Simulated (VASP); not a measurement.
Write the native input for VASP 6.6.1 that does the following.

```yaml
Task: electric field gradients
Functional: PBEsol
Potentials_or_basis: VASP PAW PBE potentials, release 64 (Li_sv)
Cutoff: 520 eV
k_mesh: 15 × 15 × 8
Occupations: fermi-dirac, width 0.08 eV
Spin: no spin polarisation
Dipole_correction: no
Further_INCAR_settings: ALGO = Normal; EDIFF = 1e-08; NBANDS = 10
```

The structure of Li lies in POSCAR:

```
Li
1.0
    3.1110021516      0.0155550108      0.0155550108
   -1.5420300413      2.6864293891      0.0056935291
    0.0254650000      0.0254650000      5.0930000000
Li
2
Direct
    0.3333333333      0.6666666667      0.2500000000
    0.6666666667      0.3333333333      0.7500000000
```

This cell differs from its parent crystal: equal xy, yz and zx shear strains of +1 %.

The input as run:

INCAR

```
  PREC = Accurate
  ENCUT = 520
  EDIFF = 1E-8
  ISMEAR = -1
  SIGMA = 0.08
  LREAL = False
  LASPH = True
  NELM = 100
  ALGO = Normal
  ISIF = 2
  LWAVE = False
  LCHARG = False
  GGA = PS
  LEFG = True
  NBANDS = 10
```

KPOINTS

```
Automatic mesh
0
Gamma
  15 15 8
```

Potentials or basis: VASP PAW PBE potentials, release 64 (Li_sv).

Run with:

```bash
$ cat potpaw_PBE.64/Li_sv/POTCAR > POTCAR
$ mpirun -np 1 vasp_std > vasp.out
```

Results of the run:

| Property | Result |
| --- | --- |
| Largest force | 0.003 eV/Å |
| Band gap on the k mesh | zero (bands 3 and 4 overlap by 4.48 eV) |
| Largest electric field gradient by atom | zero within the noise of the run |

Caveat: the cell differs from its parent crystal (equal xy, yz and zx shear strains of +1 %); the PAW data sets were made with another functional, which shifts forces and pressure a little.

Run time: 4.7 min on 1 thread of AMD EPYC 7R13, on a shared host, peak memory 0.35 GiB.
